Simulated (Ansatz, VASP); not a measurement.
# W in VASP and in Ansatz

```xyz
1
Lattice="-1.5802 1.5802 1.5802 1.5802 -1.5802 1.5802 1.5802 1.5802 -1.5802" Properties=species:S:1:pos:R:3 pbc="T T T"
W     0.0000    0.0000    0.0000
```

Alike in both runs: task relaxation of cell and atoms; functional PBE; dispersion D3(BJ); k mesh 18 × 18 × 18; occupations gaussian, width 0.1 eV; no spin polarisation.

```csv
,VASP,Ansatz
version,VASP 6.6.1,Ansatz 0.2.0
potentials or method,"VASP PAW PBE potentials, release 64 (W_sv), cutoff 600 eV","scalar-relativistic, plane waves, PAW"
valence electrons in the cell,14,14
```

```csv
,VASP,Ansatz,Ansatz less VASP
"gap on the k mesh at the Fermi level, each at its own relaxed structure (eV)",none,none,-
relaxed volume (Å³/atom),15.80,15.77,-0.028
relaxed cell length with the largest relative difference (Å),2.738,2.736,-0.0016
```

A gap of «none» marks a metal or a gap that the smearing closes.

Spin-orbit coupling is off throughout.
